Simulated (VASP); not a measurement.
# Bi (Im-3m) in VASP: further runs, part 2 of 2

VASP 6.6.1.

**3. Single point, PBEsol**

This run uses another cell than the first one, of 30.05 Å³/atom, 1.003 times its volume.

The input, INCAR:

```
PREC = Accurate
ENCUT = 520
EDIFF = 1E-6
ISMEAR = -1
SIGMA = 0.15
LREAL = False
LASPH = True
NELM = 60
ALGO = Fast
ISIF = 2
LWAVE = False
LCHARG = False
GGA = PS
NBANDS = 14
```

The input, KPOINTS:

```
Automatic mesh
0
Gamma
  16 16 16
```

The input, POSCAR:

```
Bi
1.0
   -1.9586131438      1.9586131438      1.9586131438
    1.9586131438     -1.9586131438      1.9586131438
    1.9586131438      1.9586131438     -1.9586131438
Bi
1
Direct
    0.0000000000      0.0000000000      0.0000000000
```

Potentials or basis: VASP PAW PBE potentials, release 64 (Bi_d).

The run is started by

```bash
> cat potpaw_PBE.64/Bi_d/POTCAR > POTCAR
> mpirun -np 1 vasp_std > vasp.out
```

OUTCAR:

```text
PREC = Accurate
   ENCUT = 520
   EDIFF = 1E-6
   ISMEAR = -1
   LREAL = False
   LASPH = True
   NELM = 60
   ISIF = 2
   GGA = PS

 ion  position               nearest neighbor table
   1  0.000  0.000  0.000-

  LATTYP: Found a body centered cubic cell.
 ALAT       =     3.9172262876

  Lattice vectors:

 A1 = (  -1.9586131438,   1.9586131438,   1.9586131438)
 A2 = (   1.9586131438,  -1.9586131438,   1.9586131438)
 A3 = (   1.9586131438,   1.9586131438,  -1.9586131438)

Analysis of symmetry for initial positions (statically):
=====================================================================
 Subroutine PRICEL returns:
 Original cell was already a primitive cell.

 Routine SETGRP: Setting up the symmetry group for a
 body centered cubic supercell.

 Subroutine GETGRP returns: Found 48 space group operations
 (whereof 48 operations were pure point group operations)
 out of a pool of 48 trial point group operations.

The static configuration has the point symmetry O_h .

Analysis of symmetry for dynamics (positions and initial velocities):
=====================================================================
 Subroutine PRICEL returns:
 Original cell was already a primitive cell.

 Routine SETGRP: Setting up the symmetry group for a
 body centered cubic supercell.

 Subroutine GETGRP returns: Found 48 space group operations
 (whereof 48 operations were pure point group operations)
 out of a pool of 48 trial point group operations.

The dynamic configuration has the point symmetry O_h .

 Subroutine INISYM returns: Found 48 space group operations
 (whereof 48 operations are pure point group operations),
 and found     1 'primitive' translations

----------------------------------------------------------------------------------------

                                     Primitive cell

  volume of cell :      30.0543

[... 107 lines left out ...]
  volume/ion in A,a.u.               =      30.05       202.82
  Fermi-wavevector in a.u.,A,eV,Ry     =   1.298584  2.453967 22.943769  1.686319
  Thomas-Fermi vector in A             =   2.429903
   LORBIT       =      0    0 simple, 1 ext, 2 COOP (PROOUT), +10 PAW based schemes
   GGA     = PS    functional components
   LHFCALC =     F    Hartree Fock is set to
   AEXX    =    0.0000 exact exchange contribution
   IVDW    =     0    specifies the selected vdW correction
   LEPSILON=     F    determine dielectric tensor
   LRPA    =     F    only Hartree local field effects (RPA)
 non-spin polarized calculation
 RMM-DIIS sequential band-by-band and
  energy-cutoff  :      520.00
  volume of cell :       30.05
 maximum number of plane-waves:       856
 NGX is ok and might be reduce to    28
   NGX = 13   NGY = 13   NGZ = 13

 number of electron      14.9999999 magnetization

 Free energy of the ion-electron system (eV)
  ---------------------------------------------------
  ext. energy  EPLUGINS =         0.00000000
  ---------------------------------------------------
  free energy    TOTEN  =        -4.24285330 eV

  energy without entropy =       -4.19490384  energy(sigma->0) =       -4.21887857

 E-fermi :   8.1760     XC(G=0): -10.6065

 val. band max:        8.1400834423   @ k =  -0.4375   0.5000   0.1250
 cond. band min:       8.1854192756   @ k =   0.3125   0.1250   0.0625
 fundamental gap:      0.0453358333
 Fermi energy:         8.1760198035

 k-point     1 :       0.0000    0.0000    0.0000
  band No.  band energies     occupation
      1     -14.7925      2.00000
      2     -14.7925      2.00000
      3     -14.7925      2.00000
      4     -14.6467      2.00000
      5     -14.6467      2.00000
      6      -5.5928      2.00000
      7      13.5581      0.00000
      8      13.5581      0.00000
      9      13.5581      0.00000
     10      17.7450      0.00000
     11      18.6704      0.00000
     12      18.6704      0.00000
     13      18.6704      0.00000
     14      20.1049      0.00000
[... 377 lines left out ...]
      1     -14.8073      2.00000
      2     -14.7477      2.00000
      3     -14.6695      2.00000
      4     -14.6616      2.00000
      5     -14.6077      2.00000
      6      -3.0950      2.00000
      7       5.1192      2.00000
      8       8.0415      1.42048
      9      11.1833      0.00000
     10      16.2649      0.00000
     11      17.6952      0.00000
     12      20.0130      0.00000
     13      22.2199      0.00000
     14      22.5202      0.00000

 [... further k-points ...]
[... 5 lines left out ...]
  --------------------------------------------------------------------------------------
  -------------------------------------------------------------------------------------
  Total       -0.0037795     -0.0037795     -0.0037795     -0.0000000      0.0000000     -0.0000000
  in kB       -0.2014817     -0.2014817     -0.2014817     -0.0000000      0.0000000     -0.0000000
  external PRESSURE =      -0.2014817 kB  Pullay stress =       0.0000000 kB

 VOLUME and BASIS-vectors are now :
 -----------------------------------------------------------------------------
  energy-cutoff  :      520.00
  volume of cell :       30.05
      direct lattice vectors                 reciprocal lattice vectors
    -1.958613144  1.958613144  1.958613144     0.000000000  0.255282674  0.255282674
     1.958613144 -1.958613144  1.958613144     0.255282674  0.000000000  0.255282674
     1.958613144  1.958613144 -1.958613144     0.255282674  0.255282674  0.000000000

 POSITION                                       TOTAL-FORCE (eV/Angst)
 -----------------------------------------------------------------------------------
      0.00000      0.00000      0.00000         0.000000     -0.000000     -0.000000
 -----------------------------------------------------------------------------------
    total drift:                                0.000000      0.000000      0.000000

  FREE ENERGIE OF THE ION-ELECTRON SYSTEM (eV)
  ---------------------------------------------------
  free  energy   TOTEN  =        -4.2428533018 eV

  energy  without entropy=       -4.1949038396  energy(sigma->0) =       -4.21887857
```

stdout:

```text
POSCAR found type information on POSCAR Bi
 POSCAR found :  1 types and       1 ions
 scaLAPACK will be used
 -----------------------------------------------------------------------------
|                                                                             |
|                                                                             |
|     You enforced a specific xc type in the INCAR file but a different       |
|     I HOPE YOU KNOW WHAT YOU ARE DOING!                                     |
|                                                                             |
 -----------------------------------------------------------------------------

 LDA part: xc-table for (Slater+PW92), standard interpolation
 POSCAR, INCAR and KPOINTS ok, starting setup
 FFT: planning ... GRIDC
 FFT: planning ... GRID_SOFT
 FFT: planning ... GRID
 WAVECAR not read
 entering main loop
WARNING in EDDRMM: call to ZHEGV failed, returncode =   8  4     13
WARNING in EDDRMM: call to ZHEGV failed, returncode =   6  3     13
WARNING in EDDRMM: call to ZHEGV failed, returncode =   8  4     13
WARNING in EDDRMM: call to ZHEGV failed, returncode =   8  4     10
```

It took 56 s on 1 thread of AMD EPYC 7R43 (Zen 3), shared host; peak memory 0.16 GiB.

What came out:

| Item | Value |
| --- | --- |
| Free energy | -4.2429 eV |
| Pressure | 0.0 GPa |

Caveat: the PAW data sets were made with another functional, which shifts forces and pressure a little; spin-orbit coupling is left out, which moves the levels of the heavy elements.

**4. Relaxation of cell and atoms, PBEsol**

The input, INCAR:

```
SYSTEM = Bi
PREC = Accurate
ENCUT = 600
EDIFF = 1E-6
ISMEAR = -1
SIGMA = 0.15
LREAL = .FALSE.
LASPH = .TRUE.
NELM = 60
ALGO = Normal
ISIF = 3
LWAVE = .FALSE.
LCHARG = .FALSE.
GGA = PS
IBRION = 2
NSW = 80
EDIFFG = -0.001
```

The input, KPOINTS:

```
Automatic mesh
0
G
  16 16 16
  0 0 0
```

The input, POSCAR:

```
Bi
1.0
   -1.9568224042      1.9568224042      1.9568224042
    1.9568224042     -1.9568224042      1.9568224042
    1.9568224042      1.9568224042     -1.9568224042
Bi
1
Direct
    0.0000000000      0.0000000000      0.0000000000
```

The run is started by

```bash
> cat potpaw_PBE.64/Bi_d/POTCAR > POTCAR
> mpirun -np 1 vasp_std > vasp.out
```

It took 1.7 min on 1 thread of AMD EPYC 7R43 (Zen 3), shared host; peak memory 0.17 GiB.

It converged, with:

```yaml
Free_energy: -4.2431 eV
Relaxed_volume: 30.06 Å³/atom
Relaxed_cell: a = 3.393 Å, b = 3.393 Å, c = 3.393 Å, α = 109.47°, β = 109.47°, γ = 109.47°
Space_group_after_relaxing_to_0.05_Å: Im-3m (No. 229)
Energy_gained_by_relaxing: 0.0 meV/atom
Ionic_steps: 5
Pressure_after_relaxing: 0.0 GPa
```

Final structure:
```
Bi
1.0
    -1.95868    1.95868    1.95868
     1.95868   -1.95868    1.95868
     1.95868    1.95868   -1.95868
Bi
1
Direct
  0.00000 0.00000 0.00000
```

Levels at points of the mesh, in eV from the Fermi level:
| k point | band 5 | band 6 | band 7 | band 8 | band 9 | band 10 |
| --- | --- | --- | --- | --- | --- | --- |
| (0.00, 0.00, 0.00) | -22.82 | -13.77 | 5.38 | 5.38 | 5.38 | 9.57 |
| (0.50, 0.00, 0.00) | -22.73 | -10.52 | -5.28 | 1.65 | 3.56 | 6.09 |
| (0.50, 0.50, 0.50) | -22.75 | -8.25 | -1.87 | -1.87 | -1.87 | 3.49 |

Caveat: the PAW data sets were made with another functional, which shifts forces and pressure a little; spin-orbit coupling is left out, which moves the levels of the heavy elements.

**5. Overview**

```csv
task,cell,cutoff (eV),smearing,gap on the mesh (eV),pressure (GPa)
single point,"a = 3.389 Å, angles 109.5°, 1 atom",520,fermi-dirac 0.1 eV,none,0.0
single point,"a = 3.392 Å, angles 109.5°, 1 atom",520,fermi-dirac 0.15 eV,none,0.0
relaxation of cell and atoms,"relaxed from a = 3.389 Å, angles 109.5°, 1 atom",600,fermi-dirac 0.15 eV,none,0.0
```

Alike in all rows: level PBEsol; potentials or basis VASP PAW PBE potentials, release 64 (Bi_d); no spin polarisation; k mesh 16 × 16 × 16.

Caveats: the PAW data sets were made with another functional, which shifts forces and pressure a little; spin-orbit coupling is left out, which moves the levels of the heavy elements.

Absolute energies hang on the potentials; compare differences alone.
